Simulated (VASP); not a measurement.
# SiC (Moissanite 3C) (F-43m) in VASP: further runs, part 2 of 3

VASP 6.6.1. Earlier steps stand in the parts before.

### 4 Single point, PBEsol

This run uses another cell than the first one, of 9.93 Å³/atom, 1.021 times its volume.

The input, INCAR:

```
SYSTEM = SiC
PREC     = Accurate       ! precision mode
ENCUT    = 520            ! plane-wave cutoff, eV
EDIFF    = 1E-6           ! SCF threshold, eV
ISMEAR   = -1             ! smearing method
SIGMA    = 0.05           ! smearing width, eV
LREAL    = .False.        ! projectors in reciprocal space
LASPH    = .True.         ! aspherical terms in the spheres
NELM     = 60             ! most SCF steps
ALGO     = Normal         ! electronic algorithm
ISIF     = 2              ! what is computed and relaxed
LWAVE    = .False.        ! write WAVECAR
LCHARG   = .False.        ! write CHGCAR
GGA      = PS             ! functional
NBANDS   = 11             ! bands
```

The input, KPOINTS:

```
Automatic mesh
0
Gamma
  10 10 10
  0 0 0
```

The input, POSCAR:

```
SiC
1.0
    0.0000000000      2.1495504440      2.1495504440
    2.1495504440      0.0000000000      2.1495504440
    2.1495504440      2.1495504440      0.0000000000
Si C
1 1
Direct
    0.0000000000      0.0000000000      0.0000000000
    0.7500000000      0.7500000000      0.7500000000
```

Potentials or basis: VASP PAW PBE potentials, release 64 (Si, C).

Run with:

```console
$ cat potpaw_PBE.64/Si/POTCAR potpaw_PBE.64/C/POTCAR > POTCAR
$ mpirun -np 1 vasp_std > vasp.out
```

OUTCAR:

```text
SYSTEM = SiC
   PREC = Accurate
   ENCUT = 520
   EDIFF = 1E-6
   ISMEAR = -1
   LREAL = .False.
   LASPH = .True.
   NELM = 60
   ISIF = 2
   GGA = PS

 ion  position               nearest neighbor table
   1  0.000  0.000  0.000-   2 1.86   2 1.86   2 1.86   2 1.86
   2  0.750  0.750  0.750-   1 1.86   1 1.86   1 1.86   1 1.86

  LATTYP: Found a face centered cubic cell.
 ALAT       =     4.2991008880

  Lattice vectors:

 A1 = (   0.0000000000,   2.1495504440,   2.1495504440)
 A2 = (   2.1495504440,   0.0000000000,   2.1495504440)
 A3 = (   2.1495504440,   2.1495504440,   0.0000000000)

Analysis of symmetry for initial positions (statically):
=====================================================================
 Subroutine PRICEL returns:
 Original cell was already a primitive cell.

 Routine SETGRP: Setting up the symmetry group for a
 face centered cubic supercell.

 Subroutine GETGRP returns: Found 24 space group operations
 (whereof 24 operations were pure point group operations)
 out of a pool of 48 trial point group operations.

The static configuration has the point symmetry T_d .

Analysis of symmetry for dynamics (positions and initial velocities):
=====================================================================
 Subroutine PRICEL returns:
 Original cell was already a primitive cell.

 Routine SETGRP: Setting up the symmetry group for a
 face centered cubic supercell.

 Subroutine GETGRP returns: Found 24 space group operations
 (whereof 24 operations were pure point group operations)
 out of a pool of 48 trial point group operations.

The dynamic configuration has the point symmetry T_d .

 Subroutine INISYM returns: Found 24 space group operations
 (whereof 24 operations are pure point group operations),
 and found     1 'primitive' translations

----------------------------------------------------------------------------------------

                                     Primitive cell

  volume of cell :      19.8643

  direct lattice vectors                    reciprocal lattice vectors
     0.000000000  2.149550444  2.149550444    -0.232606777  0.232606777  0.232606777
     2.149550444  0.000000000  2.149550444     0.232606777 -0.232606777  0.232606777
     2.149550444  2.149550444  0.000000000     0.232606777  0.232606777 -0.232606777

  length of vectors
     3.039923391  3.039923391  3.039923391     0.402886755  0.402886755  0.402886755

  position of ions in fractional coordinates (direct lattice)
     0.000000000  0.000000000  0.000000000
     0.750000000  0.750000000  0.750000000

  ion indices of the primitive-cell ions
   primitive index   ion index
                 1           1
                 2           2

----------------------------------------------------------------------------------------

 KPOINTS: Automatic mesh

Automatic generation of k-mesh.
 Grid dimensions read from file:
 generate k-points for:   10   10   10

 Generating k-lattice:

  Cartesian coordinates                     Fractional coordinates (reciprocal lattice)
    -0.023260678  0.023260678  0.023260678     0.100000000  0.000000000  0.000000000
     0.023260678 -0.023260678  0.023260678     0.000000000  0.100000000  0.000000000
     0.023260678  0.023260678 -0.023260678     0.000000000  0.000000000  0.100000000

  Length of vectors
     0.040288676  0.040288676  0.040288676

  Shift w.r.t. Gamma in fractional coordinates (k-lattice)
     0.000000000  0.000000000  0.000000000

 Subroutine IBZKPT returns following result:
 ===========================================

 Found     47 irreducible k-points:

 Following reciprocal coordinates:
            Coordinates               Weight
  0.000000  0.000000  0.000000      1.000000
  0.100000  0.000000  0.000000      8.000000
  0.200000  0.000000  0.000000      8.000000
  0.300000  0.000000  0.000000      8.000000
  0.400000  0.000000  0.000000      8.000000
  0.500000  0.000000  0.000000      4.000000
[... 16 lines left out ...]
  0.300000  0.300000  0.000000      6.000000
  0.400000  0.300000  0.000000     24.000000
 [... further k-points ...]
   k-points           NKPTS =     47   k-points in BZ     NKDIM =     47   number of bands    NBANDS=     11
   number of dos      NEDOS =    301   number of ions     NIONS =      2
   total plane-waves  NPLWV =  13824
   dimension x,y,z NGX =    24 NGY =   24 NGZ =   24
   dimension x,y,z NGXF=    48 NGYF=   48 NGZF=   48
   ions per type =               1   1
   NGX,Y,Z   is equivalent  to a cutoff of  13.13, 13.13, 13.13 a.u.
   NGXF,Y,Z  is equivalent  to a cutoff of  26.25, 26.25, 26.25 a.u.
 SYSTEM =  SiC
   PREC   = accura    normal or accurate (medium, high low for compatibility)
   ISTART =      0    job   : 0-new  1-cont  2-samecut
   ICHARG =      2    charge: 1-file 2-atom 10-const
   ISPIN  =      1    spin polarized calculation?
   LNONCOLLINEAR =      F non collinear calculations
   LSORBIT =      F    spin-orbit coupling
   LASPH  =      T    aspherical Exc in radial PAW
   ENCUT  =  520.0 eV  38.22 Ry    6.18 a.u.   5.65  5.65  5.65*2*pi/ulx,y,z
   NELM   =     60;   NELMIN=  2; NELMDL= -5     # of ELM steps
   EDIFF  = 0.1E-05   stopping-criterion for ELM
   LREAL  =      F    real-space projection
   EDIFFG = 0.1E-04   stopping-criterion for IOM
   NSW    =      0    number of steps for IOM
   IBRION =     -1    ionic relax: 0-MD 1-quasi-New 2-CG
   NFREE  =      0    steps in history (QN), initial steepest desc. (CG)
   ISIF   =      2    stress and relaxation
   ISYM   =      2    0-nonsym 1-usesym 2-fastsym
   POTIM  = 0.5000    time-step for ionic-motion
   TEBEG  =    0.0;   TEEND  =   0.0 temperature during run
   PSTRESS=    0.0 pullay stress
   NELECT =       8.0000    total number of electrons
   NUPDOWN=      -1.0000    fix difference up-down
   EMIN   =  10.00;   EMAX   =-10.00  energy-range for DOS
   EFERMI =   0.00;   METHOD = LEGACY
   ISMEAR =    -1;   SIGMA  =   0.05  broadening in eV -4-tet -1-fermi 0-gaus
   EFERMI_NEDOS =   21; number of points for ismear=-14 and -15
   IALGO  =     38    algorithm
   IMIX   =      4    mixing-type and parameters
     AMIX     =   0.40;   BMIX     =  1.00
     AMIX_MAG =   1.60;   BMIX_MAG =  1.00
  volume/ion in A,a.u.               =       9.93        67.03
  Fermi-wavevector in a.u.,A,eV,Ry     =   1.208965  2.284613 19.886237  1.461597
  Thomas-Fermi vector in A             =   2.344557
   LORBIT       =      0    0 simple, 1 ext, 2 COOP (PROOUT), +10 PAW based schemes
   GGA     = PS    functional components
   LHFCALC =     F    Hartree Fock is set to
   AEXX    =    0.0000 exact exchange contribution
   IVDW    =     0    specifies the selected vdW correction
   LEPSILON=     F    determine dielectric tensor
   LRPA    =     F    only Hartree local field effects (RPA)
 non-spin polarized calculation
  energy-cutoff  :      520.00
  volume of cell :       19.86
 maximum number of plane-waves:       548
   NGX = 11   NGY = 11   NGZ = 11

 number of electron       7.9999999 magnetization

 Free energy of the ion-electron system (eV)
  ---------------------------------------------------
  ext. energy  EPLUGINS =         0.00000000
  ---------------------------------------------------
  free energy    TOTEN  =       -15.88940426 eV

  energy without entropy =      -15.88940418  energy(sigma->0) =      -15.88940422

 E-fermi :   9.1397     XC(G=0): -11.6816

 val. band max:        8.5211554983   @ k =   0.0000   0.0000   0.0000
 cond. band min:       9.7171322574   @ k =   0.5000   0.5000   0.0000
 fundamental gap:      1.1959767591
 Fermi energy:         9.1397218515

 k-point     1 :       0.0000    0.0000    0.0000
  band No.  band energies     occupation
      1      -7.2278      2.00000
      2       8.5212      1.99999
      3       8.5212      1.99999
      4       8.5212      1.99999
      5      15.1850      0.00000
      6      16.0506      0.00000
      7      16.0506      0.00000
      8      16.0506      0.00000
      9      23.2198      0.00000
     10      23.2198      0.00000
     11      25.4234      0.00000
[... 309 lines left out ...]
 k-point    24 :       0.4000    0.3000    0.0000
  band No.  band energies     occupation
      1      -3.9589      2.00000
      2       2.8876      2.00000
      3       5.2557      2.00000
      4       5.8111      2.00000
      5      11.3076      0.00000
      6      14.2028      0.00000
      7      20.5197      0.00000
      8      20.7732      0.00000
      9      22.6886      0.00000
     10      26.9175      0.00000
     11      30.3146      0.00000

 [... further k-points ...]
[... 5 lines left out ...]
  --------------------------------------------------------------------------------------
  -------------------------------------------------------------------------------------
  Total        1.2380912      1.2380912      1.2380912      0.0000000      0.0000000     -0.0000000
  in kB       99.8597103     99.8597103     99.8597103      0.0000000      0.0000000     -0.0000000
  external PRESSURE =      99.8597103 kB  Pullay stress =       0.0000000 kB

 VOLUME and BASIS-vectors are now :
 -----------------------------------------------------------------------------
  energy-cutoff  :      520.00
  volume of cell :       19.86
      direct lattice vectors                 reciprocal lattice vectors
     0.000000000  2.149550444  2.149550444    -0.232606777  0.232606777  0.232606777
     2.149550444  0.000000000  2.149550444     0.232606777 -0.232606777  0.232606777
     2.149550444  2.149550444  0.000000000     0.232606777  0.232606777 -0.232606777

 POSITION                                       TOTAL-FORCE (eV/Angst)
 -----------------------------------------------------------------------------------
      0.00000      0.00000      0.00000        -0.000000      0.000000     -0.000000
      3.22433      3.22433      3.22433         0.000000     -0.000000      0.000000
 -----------------------------------------------------------------------------------
    total drift:                               -0.000000     -0.000000     -0.000000

  FREE ENERGIE OF THE ION-ELECTRON SYSTEM (eV)
  ---------------------------------------------------
  free  energy   TOTEN  =       -15.8894042599 eV

  energy  without entropy=      -15.8894041818  energy(sigma->0) =      -15.88940422
```

It took 4 s on 1 thread of Intel Xeon Platinum 8488C (Sapphire Rapids), shared host; peak memory 0.14 GiB.

What came out:

```yaml
Free_energy: -15.8894 eV
Pressure: 10.0 GPa
Band_gap_on_the_k_mesh: 1.20 eV, indirect (least direct gap 4.48 eV)
```

Caveat: the PAW data sets were made with another functional, which shifts forces and pressure a little.

(Continued in part 3 of 3.)
